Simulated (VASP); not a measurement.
Wanted: the native input for a VASP 6.6.1 run.

```yaml
Task: single point
Functional: PBE
Potentials_or_basis: VASP PAW PBE potentials, release 64 (Mo_sv, S)
Cutoff: 500 eV
k_mesh: 3 × 3 × 3
Occupations: gaussian, width 0.01 eV
Spin: no spin polarisation
Dipole_correction: no
Further_INCAR_settings: ALGO = Normal; EDIFF = 1e-06; NBANDS = 20
```

The structure of MoS2 lies in POSCAR:

```
MoS2
1.0
    1.5312841100      0.8840879300      5.9345351000
   -1.5312841100      0.8840879300      5.9345351000
    0.0000000000     -1.7681748300      5.9345351000
Mo S
1 2
Direct
    0.0044212452      0.0044212452      0.0044212452
    0.2477000000      0.2477000000      0.2477000000
    0.4190000000      0.4190000000      0.4190000000
```

These files were run (other wordings do the same):

INCAR

```
PREC     = Accurate       # precision mode
ENCUT    = 500            # plane-wave cutoff, eV
EDIFF    = 1E-6           # SCF threshold, eV
ISMEAR   = 0              # smearing method
SIGMA    = 0.01           # smearing width, eV
LREAL    = False          # projectors in reciprocal space
LASPH    = True           # aspherical terms in the spheres
NELM     = 120            # most SCF steps
ALGO     = Normal         # electronic algorithm
ISIF     = 2              # what is computed and relaxed
LWAVE    = False          # write WAVECAR
LCHARG   = False          # write CHGCAR
GGA      = PE             # functional
NBANDS   = 20             # bands
GGA_COMPAT= False
```

KPOINTS

```
Automatic mesh
0
Gamma
  3 3 3
```

Potentials or basis: VASP PAW PBE potentials, release 64 (Mo_sv, S).

The run is started by

```bash
$ cat potpaw_PBE.64/Mo_sv/POTCAR potpaw_PBE.64/S/POTCAR > POTCAR
$ mpirun -np 1 vasp_std > vasp.out
```

Results of the run:

| Property | Result |
| --- | --- |
| Pressure | 20.6 GPa |
| Largest force | 2.992 eV/Å |
| Band gap on the k mesh | 1.23 eV (least direct gap 1.98 eV) |

Caveat: the k points lie up to 0.80 Å⁻¹ apart; forces of over 1 eV/Å act on the atoms, so gaps and moduli don't describe the material at rest.

It took 25 s on 1 thread of Intel(R) Xeon(R) Platinum 8559C (Emerald Rapids), on a shared host, peak memory 0.29 GiB.
